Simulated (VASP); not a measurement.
Runs of VASP 6.6.1 on HoS4. The structure is that of space group P6/mmm (No. 191), or close to it. The cells are those of the table. The cell was generated, and may not be a known phase.

| task | cell | k mesh | gap on the mesh (eV) | pressure (GPa) | relaxed volume (Å³/atom) |
| --- | --- | --- | --- | --- | --- |
| single point | a = 5.431, b = 5.431, c = 5.311 Å, angles 90.0, 90.0, 120.0°, 5 atoms | 12 × 12 × 8 | none | 0.0 | - |
| relaxation of cell and atoms | relaxed from a = 4.830, b = 4.830, c = 5.718 Å, angles 90.0, 90.0, 120.0°, 5 atoms | 6 × 6 × 4 | none | -0.1 | 27.17 |
| single point | a = 4.830, b = 4.830, c = 5.718 Å, angles 90.0, 90.0, 120.0°, 5 atoms | 6 × 6 × 4 | none | 20.9 | - |
| relaxation of cell and atoms | relaxed from a = 5.425, b = 5.425, c = 5.307 Å, angles 90.0, 90.0, 120.0°, 5 atoms | 12 × 12 × 8 | none | 0.0 | (a) |
| single point | a = 5.425, b = 5.425, c = 5.307 Å, angles 90.0, 90.0, 120.0°, 5 atoms | 6 × 6 × 4 | none | 0.1 | - |

Alike in all rows: level PBE; potentials or basis VASP PAW PBE potentials, release 64 (Ho_3, S), 4f in core; no spin polarisation; cutoff (eV) 500; smearing gaussian 0.1 eV.

Task: Estimate the missing entries.

Result: (a) 27.13.

Caveats: spin-orbit coupling is left out, which moves the levels of the heavy elements; the 4f electrons are frozen in the core, so they carry no moment and show no levels; the run has no spin polarisation, though such a crystal can be magnetic; the volume moved by over 15 % at a fixed basis, so the end points are rough (at least some runs); the stress differs along the axes, from -5 to 34 GPa (at least some runs).

A k mesh can miss the band edges, and the runs leave out spin-orbit coupling on Ho.

A gap of «none» marks levels without a gap at the run's occupations.
